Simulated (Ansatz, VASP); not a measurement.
## Cu: VASP beside Ansatz

```
CELL_PARAMETERS angstrom
2.53076 0.00000 0.00000
-1.26538 2.19171 0.00000
0.00000 0.00000 8.26182
ATOMIC_POSITIONS crystal
Cu 0.99523 0.00022 0.99836
Cu 0.32777 0.66229 0.25017
Cu 0.00561 0.00102 0.49917
Cu 0.66019 0.32084 0.74766
```

Alike in both runs: task single point; functional LDA; k mesh 7 × 7 × 2; occupations fermi-dirac, width 0.1 eV; no spin polarisation.

```csv
,VASP,Ansatz
version,VASP 6.6.1,Ansatz 0.2.0
potentials or method,"VASP PAW LDA potentials, release 64 (Cu), cutoff 520 eV","plane waves, PAW"
valence electrons in the cell,44,76
```

```tsv
	VASP	Ansatz	Ansatz less VASP
pressure (GPa)	-7.7	-8.8	-1.05
traceless stress, the component that is largest in VASP (GPa)	-0.19	-0.18	+0.007
rms of the force components (eV/Å)	0.041	0.041	-0.0002
```

LDA's correlation is that of Perdew and Zunger in VASP and of Perdew and Wang (1992) in Ansatz. Atom by atom the forces differ by 0.000 eV/Å (rms over components). VASP's potentials hold 44 valence electrons a cell and Ansatz's 76, so a difference there can come from the potentials and not from the codes. Ansatz's warnings: stress scf threshold loose.

The k mesh is coarse, so the values compare programs but aren't converged.
